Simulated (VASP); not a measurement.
## Be: single point with LDA

The system is Be.

```
Be
1.0
     2.09495    0.00000    0.00000
    -1.04747    1.81428    0.00000
     0.00000    0.00000    3.97107
Be
2
Direct
  0.33333 0.66667 0.25000
  0.66667 0.33333 0.75000
```

This cell differs from its parent crystal: ratio of the length along z to the lengths across it x 1.2, volume and fractional coordinates fixed.

```
Program                : VASP 6.6.1
Task                   : single point
Functional             : LDA
Potentials or basis    : VASP PAW LDA potentials, release 64 (Be)
Cutoff                 : 520 eV
k mesh                 : 33 × 33 × 20
Occupations            : gaussian, width 0.15 eV
Spin                   : no spin polarisation
Dipole correction      : no
Further INCAR settings : ALGO = Fast; EDIFF = 1e-07; NBANDS = 9
```

```yaml
Pressure: 6.7 GPa
Band_gap_on_the_k_mesh: zero (band 2 reaches 7.79 eV, above the bottom of band 3 at 5.56 eV)
```

Stress tensor (GPa, compression positive):
```
 20.96   0.00   0.00
  0.00  20.96   0.00
  0.00   0.00 -21.80
```

Levels at points of the mesh, in eV from the Fermi level:
| k point | band 1 | band 2 | band 3 | band 4 | band 5 |
| --- | --- | --- | --- | --- | --- |
| (0.00, 0.00, 0.00) | -10.95 | -5.58 | -1.10 | 16.03 | 20.74 |
| (0.00, 0.00, 0.50) | -9.25 | -9.25 | 6.45 | 6.45 | 21.72 |

Wall time 31 s on 1 thread of Intel(R) Xeon(R) 6975P-C (Granite Rapids), with other jobs on the host, peak memory 0.23 GiB.
